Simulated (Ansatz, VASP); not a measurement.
# One calculation of AlN, two programs

```
Al N
1.0
     0.00000    2.20159    2.20159
     2.20159    0.00000    2.20159
     2.20159    2.20159    0.00000
Al N
1 1
Cartesian
  0.0000 0.0000 0.0000
  1.1008 1.1008 1.1008
```

Alike in both runs: functional PBE; k mesh 10 × 10 × 10; occupations gaussian, width 0.02 eV; no spin polarisation.

Ansatz relaxed the structure, and its values are those at the end. VASP's run is a single point on that final structure, the one shown.

```csv
,VASP,Ansatz
version,VASP 6.6.1,Ansatz 0.2.0
potentials or method,"VASP PAW PBE potentials, release 64 (Al, N), cutoff 600 eV","scalar-relativistic, plane waves, PAW"
valence electrons in the cell,8,8
```

Ansatz gave:

```
gap on the k mesh at the Fermi level (eV) : 3.31
least direct gap on the mesh (eV)         : 3.98
pressure (GPa)                            : 0.0
```

Question: Which values does VASP return?

Answer: gap on the k mesh at the Fermi level (eV): 3.31; least direct gap on the mesh (eV): 3.98; pressure (GPa): -0.4.
